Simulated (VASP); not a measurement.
Here is a VASP 6.6.1 calculation.

File INCAR:

```
PREC = Accurate
ENCUT = 520
EDIFF = 1E-6
ISMEAR = 0
SIGMA = 0.01
LREAL = F
LASPH = T
NELM = 60
ALGO = Normal
ISIF = 2
LWAVE = F
LCHARG = F
GGA = PE
IBRION = 2
NSW = 80
EDIFFG = -5E-4
```

File KPOINTS:

```
regular mesh
0
Gamma
  8 8 5
```

The input POSCAR:

```
ZnO
1.0
    3.2423803862      0.0000000000      0.0000000000
   -1.6211901931      2.8079837832      0.0000000000
    0.0000000000      0.0000000000      5.2400634088
Zn O
2 2
Direct
    0.3333333333      0.6666666667      0.0004774139
    0.6666666667      0.3333333333      0.5004774139
    0.3333333333      0.6666666667      0.3816225861
    0.6666666667      0.3333333333      0.8816225861
```

Potentials or basis: VASP PAW PBE potentials, release 64 (Zn, O).

Launch:

```sh
$ cat potpaw_PBE.64/Zn/POTCAR potpaw_PBE.64/O/POTCAR > POTCAR
$ mpirun -np 1 vasp_std > vasp.out
```

(1) Estimate the energy gained by relaxing.

(2) What does it give for the band gap on the k mesh?

Results:

(1) 0.3 meV/atom.

(2) 0.77 eV.

Caveat: semilocal functionals underestimate gaps, and a narrow one can read as zero.
